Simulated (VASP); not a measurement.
# Sr (a cell with a defect) in VASP: notebook

Runs on Sr (a cell with a defect). Level: PBE. Tasks: single point.

Everything below comes from runs of VASP 6.6.1. Logs are shortened: lines on timing, memory, paths and dates and some standing lists are left out, and cuts for length are marked.

### Step 1. The cell of the first run

The cell holds a defect, 7 atoms: a = 8.605 Å, b = 8.605 Å, c = 8.605 Å, α = 60.00°, β = 60.00°, γ = 60.00°.

### Step 2. Single point, PBE

Contents of INCAR:

```
SYSTEM = Sr
PREC = Accurate ; ENCUT = 520
EDIFF = 1E-6 ; ISMEAR = 0
SIGMA = 0.1 ; LREAL = .False.
LASPH = .True. ; NELM = 100
ALGO = Normal ; ISIF = 2
LWAVE = .False. ; LCHARG = .False.
GGA = PE ; NBANDS = 44
```

Contents of KPOINTS:

```
regular mesh
0
Gamma
  2 2 2
  0 0 0
```

Contents of POSCAR:

```
Sr
1.0
    0.0000000000      6.0847000000      6.0847000000
    6.0847000000      0.0000000000      6.0847000000
    6.0847000000      6.0847000000      0.0000000000
Sr
7
Direct
    0.0000000000      0.0000000000      0.5000000000
    0.0000000000      0.5000000000      0.0000000000
    0.0000000000      0.5000000000      0.5000000000
    0.5000000000      0.0000000000      0.0000000000
    0.5000000000      0.0000000000      0.5000000000
    0.5000000000      0.5000000000      0.0000000000
    0.5000000000      0.5000000000      0.5000000000
```

Potentials or basis: VASP PAW PBE potentials, release 64 (Sr_sv).

Launch:

```
$ cat potpaw_PBE.64/Sr_sv/POTCAR > POTCAR
$ mpirun -np 1 vasp_std > vasp.out
```

OUTCAR:

```text
SYSTEM = Sr
   PREC = Accurate
   ENCUT = 520
   EDIFF = 1E-6
   ISMEAR = 0
   LREAL = .False.
   LASPH = .True.
   NELM = 100
   ISIF = 2
   GGA = PE

 ion  position               nearest neighbor table
   1  0.000  0.000  0.500-   3 4.30   5 4.30   2 4.30   4 4.30   2 4.30   3 4.30   7 4.30   4 4.30
                             5 4.30   7 4.30
   2  0.000  0.500  0.000-   3 4.30   6 4.30   1 4.30   3 4.30   7 4.30   1 4.30   4 4.30   4 4.30
                             6 4.30   7 4.30
   3  0.000  0.500  0.500-   1 4.30   2 4.30   7 4.30   2 4.30   6 4.30   1 4.30   5 4.30   5 4.30
                             6 4.30   7 4.30
   4  0.500  0.000  0.000-   5 4.30   6 4.30   1 4.30   5 4.30   7 4.30   2 4.30   6 4.30   7 4.30
                             1 4.30   2 4.30
   5  0.500  0.000  0.500-   1 4.30   4 4.30   7 4.30   4 4.30   6 4.30   3 4.30   6 4.30   7 4.30
                             1 4.30   3 4.30
   6  0.500  0.500  0.000-   2 4.30   4 4.30   7 4.30   3 4.30   5 4.30   7 4.30   4 4.30   5 4.30
                             2 4.30   3 4.30
   7  0.500  0.500  0.500-   3 4.30   5 4.30   6 4.30   2 4.30   4 4.30   6 4.30   1 4.30   4 4.30
                             5 4.30   1 4.30   2 4.30   3 4.30

  LATTYP: Found a face centered cubic cell.
 ALAT       =    12.1694000000

  Lattice vectors:

 A1 = (   0.0000000000,   6.0847000000,   6.0847000000)
 A2 = (   6.0847000000,   0.0000000000,   6.0847000000)
 A3 = (   6.0847000000,   6.0847000000,   0.0000000000)

Analysis of symmetry for initial positions (statically):
=====================================================================
 Subroutine PRICEL returns:
 Original cell was already a primitive cell.

 Routine SETGRP: Setting up the symmetry group for a
 face centered cubic supercell.

 Subroutine GETGRP returns: Found 48 space group operations
 (whereof 48 operations were pure point group operations)
 out of a pool of 48 trial point group operations.

The static configuration has the point symmetry O_h .

Analysis of symmetry for dynamics (positions and initial velocities):
=====================================================================
 Subroutine PRICEL returns:
 Original cell was already a primitive cell.

 Routine SETGRP: Setting up the symmetry group for a
 face centered cubic supercell.

 Subroutine GETGRP returns: Found 48 space group operations
 (whereof 48 operations were pure point group operations)
 out of a pool of 48 trial point group operations.

The dynamic configuration has the point symmetry O_h .

 Subroutine INISYM returns: Found 48 space group operations
 (whereof 48 operations are pure point group operations),
 and found     1 'primitive' translations

----------------------------------------------------------------------------------------

                                     Primitive cell

  volume of cell :     450.5547

  direct lattice vectors                    reciprocal lattice vectors
     0.000000000  6.084700000  6.084700000    -0.082173320  0.082173320  0.082173320
     6.084700000  0.000000000  6.084700000     0.082173320 -0.082173320  0.082173320
     6.084700000  6.084700000  0.000000000     0.082173320  0.082173320 -0.082173320

  length of vectors
     8.605065263  8.605065263  8.605065263     0.142328365  0.142328365  0.142328365

  position of ions in fractional coordinates (direct lattice)
     0.000000000  0.000000000  0.500000000
     0.000000000  0.500000000  0.000000000
     0.000000000  0.500000000  0.500000000
     0.500000000  0.000000000  0.000000000
     0.500000000  0.000000000  0.500000000
     0.500000000  0.500000000  0.000000000
     0.500000000  0.500000000  0.500000000

  ion indices of the primitive-cell ions
   primitive index   ion index
                 1           1
                 2           2
                 3           3
                 4           4
                 5           5
                 6           6
                 7           7

----------------------------------------------------------------------------------------

 KPOINTS: regular mesh

Automatic generation of k-mesh.
 Grid dimensions read from file:
 generate k-points for:    2    2    2

 Generating k-lattice:

  Cartesian coordinates                     Fractional coordinates (reciprocal lattice)
    -0.041086660  0.041086660  0.041086660     0.500000000  0.000000000  0.000000000
     0.041086660 -0.041086660  0.041086660     0.000000000  0.500000000  0.000000000
     0.041086660  0.041086660 -0.041086660     0.000000000  0.000000000  0.500000000

  Length of vectors
     0.071164183  0.071164183  0.071164183

  Shift w.r.t. Gamma in fractional coordinates (k-lattice)
     0.000000000  0.000000000  0.000000000

 Subroutine IBZKPT returns following result:
 ===========================================

 Found      3 irreducible k-points:

 Following reciprocal coordinates:
            Coordinates               Weight
  0.000000  0.000000  0.000000      1.000000
  0.500000  0.000000  0.000000      4.000000
  0.500000  0.500000  0.000000      3.000000
   k-points           NKPTS =      3   k-points in BZ     NKDIM =      3   number of bands    NBANDS=     44
   number of dos      NEDOS =    301   number of ions     NIONS =      7
   total plane-waves  NPLWV = 262144
   dimension x,y,z NGX =    64 NGY =   64 NGZ =   64
   dimension x,y,z NGXF=   128 NGYF=  128 NGZF=  128
   ions per type =               7
   NGX,Y,Z   is equivalent  to a cutoff of  12.36, 12.36, 12.36 a.u.
   NGXF,Y,Z  is equivalent  to a cutoff of  24.73, 24.73, 24.73 a.u.
 SYSTEM =  Sr
   PREC   = accura    normal or accurate (medium, high low for compatibility)
   ISTART =      0    job   : 0-new  1-cont  2-samecut
   ICHARG =      2    charge: 1-file 2-atom 10-const
   ISPIN  =      1    spin polarized calculation?
   LNONCOLLINEAR =      F non collinear calculations
   LSORBIT =      F    spin-orbit coupling
   LASPH  =      T    aspherical Exc in radial PAW
   ENCUT  =  520.0 eV  38.22 Ry    6.18 a.u.  16.00 16.00 16.00*2*pi/ulx,y,z
   NELM   =    100;   NELMIN=  2; NELMDL= -5     # of ELM steps
   EDIFF  = 0.1E-05   stopping-criterion for ELM
   LREAL  =      F    real-space projection
[... 7 lines left out ...]
   TEBEG  =    0.0;   TEEND  =   0.0 temperature during run
   PSTRESS=    0.0 pullay stress
   NELECT =      70.0000    total number of electrons
   NUPDOWN=      -1.0000    fix difference up-down
   EMIN   =  10.00;   EMAX   =-10.00  energy-range for DOS
   EFERMI =   0.00;   METHOD = LEGACY
   ISMEAR =     0;   SIGMA  =   0.10  broadening in eV -4-tet -1-fermi 0-gaus
   EFERMI_NEDOS =   21; number of points for ismear=-14 and -15
   IALGO  =     38    algorithm
   IMIX   =      4    mixing-type and parameters
     AMIX     =   0.40;   BMIX     =  1.00
     AMIX_MAG =   1.60;   BMIX_MAG =  1.00
  volume/ion in A,a.u.               =      64.36       434.36
  Fermi-wavevector in a.u.,A,eV,Ry     =   0.880086  1.663121 10.538406  0.774551
  Thomas-Fermi vector in A             =   2.000398
   LORBIT       =      0    0 simple, 1 ext, 2 COOP (PROOUT), +10 PAW based schemes
   GGA     = PE    functional components
   LHFCALC =     F    Hartree Fock is set to
   AEXX    =    0.0000 exact exchange contribution
   IVDW    =     0    specifies the selected vdW correction
   LEPSILON=     F    determine dielectric tensor
   LRPA    =     F    only Hartree local field effects (RPA)
 non-spin polarized calculation
 Gauss-broadening in eV      SIGMA  =   0.10
  energy-cutoff  :      520.00
  volume of cell :      450.55
 maximum number of plane-waves:     12150
 NGX is ok and might be reduce to    64
   NGX = 31   NGY = 31   NGZ = 31

 number of electron      69.9999999 magnetization

 Free energy of the ion-electron system (eV)
  ---------------------------------------------------
  ext. energy  EPLUGINS =         0.00000000
  ---------------------------------------------------
  free energy    TOTEN  =       -10.73020383 eV

  energy without entropy =      -10.69363086  energy(sigma->0) =      -10.71191734

 E-fermi :   0.8462     XC(G=0):  -6.8246

 val. band max:        0.8190748108   @ k =   0.5000   0.0000   0.0000
 cond. band min:       0.8644467177   @ k =   0.0000   0.0000   0.0000
 fundamental gap:      0.0453719070
 Fermi energy:         0.8461899288

 k-point     1 :       0.0000    0.0000    0.0000
  band No.  band energies     occupation
      1     -35.8826      2.00000
      2     -35.8743      2.00000
      3     -35.8743      2.00000
      4     -35.8743      2.00000
      5     -35.8703      2.00000
      6     -35.8703      2.00000
[... 36 lines left out ...]
     43       1.6254      0.00000
     44       2.2886      0.00000

 k-point     2 :       0.5000    0.0000    0.0000
  band No.  band energies     occupation
      1     -35.8784      2.00000
      2     -35.8784      2.00000
      3     -35.8723      2.00000
      4     -35.8723      2.00000
      5     -35.8723      2.00000
      6     -35.8723      2.00000
[... 36 lines left out ...]
     43       2.1729      0.00000
     44       2.2331      0.00000

 k-point     3 :       0.5000    0.5000    0.0000
  band No.  band energies     occupation
      1     -35.8784      2.00000
      2     -35.8744      2.00000
      3     -35.8744      2.00000
      4     -35.8744      2.00000
      5     -35.8744      2.00000
      6     -35.8703      2.00000
[... 36 lines left out ...]
     43       2.1213      0.00000
     44       2.1473      0.00000

------------------------ aborting loop because EDIFF is reached ----------------------------------------

  FORCE on cell =-STRESS in cart. coord.  units (eV):
  Direction    XX          YY          ZZ          XY          YZ          ZX
  --------------------------------------------------------------------------------------
  -------------------------------------------------------------------------------------
  Total       -1.0227014     -1.0227014     -1.0227014      0.0000000      0.0000000      0.0000000
  in kB       -3.6367373     -3.6367373     -3.6367373      0.0000000      0.0000000      0.0000000
  external PRESSURE =      -3.6367373 kB  Pullay stress =       0.0000000 kB

 VOLUME and BASIS-vectors are now :
 -----------------------------------------------------------------------------
  energy-cutoff  :      520.00
  volume of cell :      450.55
      direct lattice vectors                 reciprocal lattice vectors
     0.000000000  6.084700000  6.084700000    -0.082173320  0.082173320  0.082173320
     6.084700000  0.000000000  6.084700000     0.082173320 -0.082173320  0.082173320
     6.084700000  6.084700000  0.000000000     0.082173320  0.082173320 -0.082173320

 POSITION                                       TOTAL-FORCE (eV/Angst)
 -----------------------------------------------------------------------------------
      3.04235      3.04235      0.00000         0.000000      0.000000     -0.000000
      3.04235      0.00000      3.04235         0.000000      0.000000      0.000000
      6.08470      3.04235      3.04235        -0.000000      0.000000     -0.000000
      0.00000      3.04235      3.04235         0.000000     -0.000000      0.000000
      3.04235      6.08470      3.04235        -0.000000      0.000000     -0.000000
      3.04235      3.04235      6.08470        -0.000000      0.000000     -0.000000
      6.08470      6.08470      6.08470        -0.000000      0.000000     -0.000000
 -----------------------------------------------------------------------------------
    total drift:                                0.000000      0.000000      0.000000

  FREE ENERGIE OF THE ION-ELECTRON SYSTEM (eV)
  ---------------------------------------------------
  free  energy   TOTEN  =       -10.7302038289 eV

  energy  without entropy=      -10.6936308603  energy(sigma->0) =      -10.71191734
```

Run time: 86 s. Hardware: 1 thread of Intel Xeon Platinum 8375C at 2.90GHz (Ice Lake), shared host; peak memory 0.58 GiB.

Results:

* Free energy: -10.7302 eV
* Pressure: -0.4 GPa
* Band gap on the k mesh: zero (bands 35 and 36 overlap by 0.28 eV)

Caveat: the k points lie up to 0.45 Å⁻¹ apart.

### Step 3. Single point, PBE

Contents of INCAR:

```
PREC     = Accurate       # precision mode
ENCUT    = 520            # plane-wave cutoff, eV
EDIFF    = 1E-7           # SCF threshold, eV
ISMEAR   = 0              # smearing method
SIGMA    = 0.1            # smearing width, eV
LREAL    = F              # projectors in reciprocal space
LASPH    = T              # aspherical terms in the spheres
NELM     = 60             # most SCF steps
ALGO     = Normal         # electronic algorithm
ISIF     = 2              # what is computed and relaxed
LWAVE    = F              # write WAVECAR
LCHARG   = T              # write CHGCAR
GGA      = PE             # functional
LELF     = T              # ELF
LVHAR    = T            
NBANDS   = 44             # bands
```

Contents of KPOINTS:

```
Automatic mesh
0
Gamma
  2 2 2
```

POSCAR: that of step 2 with these lines changed.

```diff
@@ -8,3 +8,3 @@
 Direct
-    0.0000000000      0.0000000000      0.5000000000
+    0.0000000000      0.0000000000      0.0000000000
     0.0000000000      0.5000000000      0.0000000000
```

Potentials or basis: VASP PAW PBE potentials, release 64 (Sr_sv).

Launch:

```
$ cat potpaw_PBE.64/Sr_sv/POTCAR > POTCAR
$ mpirun -np 1 vasp_std > vasp.out
```

OUTCAR:

```text
PREC = Accurate
   ENCUT = 520
   EDIFF = 1E-7
   ISMEAR = 0
   LREAL = F
   LASPH = T
   NELM = 60
   ISIF = 2
   GGA = PE

 ion  position               nearest neighbor table
   1  0.000  0.000  0.000-   2 4.30   4 4.30   3 4.30   5 4.30   2 4.30   3 4.30   6 4.30   4 4.30
                             5 4.30   6 4.30
   2  0.000  0.500  0.000-   1 4.30   3 4.30   6 4.30   3 4.30   7 4.30   1 4.30   4 4.30   4 4.30
                             6 4.30   7 4.30
   3  0.000  0.500  0.500-   2 4.30   7 4.30   1 4.30   2 4.30   6 4.30   1 4.30   5 4.30   5 4.30
                             6 4.30   7 4.30
   4  0.500  0.000  0.000-   1 4.30   5 4.30   6 4.30   5 4.30   7 4.30   2 4.30   6 4.30   7 4.30
                             1 4.30   2 4.30
   5  0.500  0.000  0.500-   4 4.30   7 4.30   1 4.30   4 4.30   6 4.30   3 4.30   6 4.30   7 4.30
                             1 4.30   3 4.30
   6  0.500  0.500  0.000-   2 4.30   4 4.30   7 4.30   3 4.30   5 4.30   7 4.30   1 4.30   4 4.30
                             5 4.30   1 4.30   2 4.30   3 4.30
   7  0.500  0.500  0.500-   3 4.30   5 4.30   6 4.30   2 4.30   4 4.30   6 4.30   4 4.30   5 4.30
                             2 4.30   3 4.30

  LATTYP: Found a face centered cubic cell.
[... 180 lines left out ...]
 k-point     1 :       0.0000    0.0000    0.0000
  band No.  band energies     occupation
      1     -35.8826      2.00000
      2     -35.8744      2.00000
      3     -35.8744      2.00000
      4     -35.8744      2.00000
      5     -35.8704      2.00000
      6     -35.8704      2.00000
[... 130 lines left out ...]
     43       2.1219      0.00000
     44       2.1492      0.00000

------------------------ aborting loop because EDIFF is reached ----------------------------------------

  FORCE on cell =-STRESS in cart. coord.  units (eV):
  Direction    XX          YY          ZZ          XY          YZ          ZX
  --------------------------------------------------------------------------------------
  -------------------------------------------------------------------------------------
  Total       -1.0233477     -1.0233477     -1.0233477     -0.0000000      0.0000000      0.0000000
  in kB       -3.6390357     -3.6390357     -3.6390357     -0.0000000      0.0000000      0.0000000
  external PRESSURE =      -3.6390357 kB  Pullay stress =       0.0000000 kB

 VOLUME and BASIS-vectors are now :
 -----------------------------------------------------------------------------
  energy-cutoff  :      520.00
  volume of cell :      450.55
      direct lattice vectors                 reciprocal lattice vectors
     0.000000000  6.084700000  6.084700000    -0.082173320  0.082173320  0.082173320
     6.084700000  0.000000000  6.084700000     0.082173320 -0.082173320  0.082173320
     6.084700000  6.084700000  0.000000000     0.082173320  0.082173320 -0.082173320

 POSITION                                       TOTAL-FORCE (eV/Angst)
 -----------------------------------------------------------------------------------
      0.00000      0.00000      0.00000         0.000000      0.000000     -0.000000
      3.04235      0.00000      3.04235        -0.000000     -0.000000      0.000000
      6.08470      3.04235      3.04235         0.000000      0.000000     -0.000000
      0.00000      3.04235      3.04235         0.000000     -0.000000     -0.000000
      3.04235      6.08470      3.04235        -0.000000     -0.000000      0.000000
      3.04235      3.04235      6.08470        -0.000000     -0.000000      0.000000
      6.08470      6.08470      6.08470        -0.000000     -0.000000     -0.000000
 -----------------------------------------------------------------------------------
    total drift:                                0.000000      0.000000      0.000000

  FREE ENERGIE OF THE ION-ELECTRON SYSTEM (eV)
  ---------------------------------------------------
  free  energy   TOTEN  =       -10.7302035986 eV

  energy  without entropy=      -10.6936309393  energy(sigma->0) =      -10.71191727
```

stdout:

```text
POSCAR found type information on POSCAR Sr
 POSCAR found :  1 types and       7 ions
 scaLAPACK will be used
 LDA part: xc-table for (Slater+PW92), standard interpolation
 POSCAR, INCAR and KPOINTS ok, starting setup
 FFT: planning ... GRIDC
 FFT: planning ... GRID_SOFT
 FFT: planning ... GRID
 WAVECAR not read
 entering main loop
```

It took 98 s on 1 thread of Intel Xeon Platinum 8375C at 2.90GHz (Ice Lake), shared host; peak memory 0.54 GiB.

What came out:

```
Free energy            : -10.7302 eV
Pressure               : -0.4 GPa
Band gap on the k mesh : zero (bands 35 and 36 overlap by 0.28 eV)
```

Caveat: the k points lie up to 0.45 Å⁻¹ apart.
